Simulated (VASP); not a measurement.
Set up this calculation in VASP 6.6.1, as the native input.

| Item | Value |
| --- | --- |
| Task | single point |
| Functional | PBE |
| Potentials or basis | VASP PAW PBE potentials, release 64 (As) |
| Cutoff | 520 eV |
| k mesh | 10 × 10 × 10 |
| Occupations | fermi-dirac, width 0.1 eV |
| Spin | no spin polarisation |
| Dipole correction | no |
| Further INCAR settings | ALGO = Normal; EDIFF = 1e-06; NBANDS = 12 |

The structure of As lies in POSCAR:

```
As
1.0
    1.9036109523      1.0990502958      3.6081612956
   -1.9036109523      1.0990502958      3.6081612956
    0.0000000000     -2.1981005915      3.6081612956
As
2
Direct
    0.7737100447      0.7737100447      0.7737100447
    0.2262899553      0.2262899553      0.2262899553
```

One way to write it, as run:

INCAR

```
SYSTEM = As
ALGO = Normal
EDIFF = 1E-6
ENCUT = 520
GGA = PE
ISIF = 2
ISMEAR = -1
LASPH = .TRUE.
LCHARG = .FALSE.
LREAL = .FALSE.
LWAVE = .FALSE.
NBANDS = 12
NELM = 100
PREC = Accurate
SIGMA = 0.1
```

KPOINTS

```
k-points
0
G
  10 10 10
  0 0 0
```

Potentials or basis: VASP PAW PBE potentials, release 64 (As).

The run is started by

```sh
$ cat potpaw_PBE.64/As/POTCAR > POTCAR
$ mpirun -np 1 vasp_std > vasp.out
```

It gave:

| Item | Value |
| --- | --- |
| Pressure | 0.3 GPa |
| Largest force | 0.049 eV/Å |
| Band gap on the k mesh | zero (bands 5 and 6 overlap by 0.40 eV) |

Run time: 63 s on 1 thread of Intel Xeon 8259CL (shared host), peak memory 0.2 GiB.
